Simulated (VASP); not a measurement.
# Cu: single point with PBE+D4

Crystal: Cu.

```
CELL_PARAMETERS angstrom
2.72209 0.00000 0.00000
-1.36105 2.35740 0.00000
0.00000 0.00000 4.44514
ATOMIC_POSITIONS crystal
Cu 0.33333 0.66667 0.25000
Cu 0.66667 0.33333 0.75000
```

* Program: VASP 6.6.1
* Task: single point
* Functional: PBE
* Dispersion: D4
* Potentials or basis: VASP PAW PBE potentials, release 64 (Cu)
* Cutoff: 520 eV
* k mesh: 24 × 24 × 12
* Occupations: gaussian, width 0.1 eV
* Spin: no spin polarisation
* Dipole correction: no
* Further INCAR settings: ALGO = Fast; EDIFF = 1e-06; NBANDS = 18

The pressure is -20.3 GPa. The band gap on the k mesh is zero (band 11 reaches 9.13 eV, above the bottom of band 12 at 3.76 eV) and the dispersion energy per atom is -0.470 eV.

Stress tensor (GPa, compression positive):
```
-20.42   0.00   0.00
  0.00 -20.42   0.00
  0.00   0.00 -19.95
```

Levels at points of the mesh, in eV from the Fermi level:
| k point | band 9 | band 10 | band 11 | band 12 | band 13 | band 14 |
| --- | --- | --- | --- | --- | --- | --- |
| (0.00, 0.00, 0.00) | -2.12 | -1.56 | -1.56 | -0.50 | 2.88 | 19.00 |
| (0.50, 0.00, 0.00) | -1.46 | -1.42 | 0.03 | 1.19 | 6.94 | 7.06 |
| (0.00, 0.00, 0.50) | -1.73 | -1.73 | -1.73 | -1.73 | 10.94 | 10.94 |
| (0.50, 0.00, 0.50) | -1.45 | -1.45 | 0.68 | 0.68 | 3.88 | 3.88 |

Wall time 85 s on 1 thread of Intel(R) Xeon(R) 6975P-C (Granite Rapids) (shared host), peak memory 0.28 GiB.

Caveat: pairwise dispersion overbinds metals, which lowers pressure and volume.
